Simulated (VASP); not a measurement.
A run of VASP 6.6.1 is set up as follows.

File INCAR:

```
SYSTEM = NiO2
PREC = Accurate
ENCUT = 520
EDIFF = 1E-7
ISMEAR = 0
SIGMA = 0.05
LREAL = .FALSE.
LASPH = .TRUE.
NELM = 60
ALGO = Normal
ISIF = 2
LWAVE = .FALSE.
LCHARG = .FALSE.
GGA = CA
NBANDS = 18
```

The input KPOINTS:

```
Automatic mesh
0
G
  12 12 6
  0 0 0
```

Contents of POSCAR:

```
NiO2
1.0
    2.7627792314      0.0000000000      0.0000000000
   -1.3813896157      2.3926369995      0.0000000000
    0.0000000000      0.0000000000      4.2061363981
Ni O
1 2
Direct
    0.0000000000      0.0000000000      0.5000000000
    0.6666666667      0.3333333333      0.7186230907
    0.3333333333      0.6666666667      0.2813769093
```

Potentials or basis: VASP PAW LDA potentials, release 64 (Ni, O).

The run is started by

```bash
$ cat potpaw_LDA.64/Ni/POTCAR potpaw_LDA.64/O/POTCAR > POTCAR
$ mpirun -np 1 vasp_std > vasp.out
```

Task: Predict the band gap on the k mesh.

Result: 0.74 eV, indirect (least direct gap 0.99 eV).

Task: Predict the largest force.

Result: 0.094 eV/Å.

Task: Predict the pressure.

Result: 1.2 GPa.

Forces on the atoms (eV/Å):
```
Ni   0.000  0.000  0.000
O    0.000  0.000  0.094
O    0.000  0.000 -0.094
```

A k mesh can miss the band edges. Expect the measured gap to be larger: semilocal functionals such as LDA lack the derivative discontinuity.
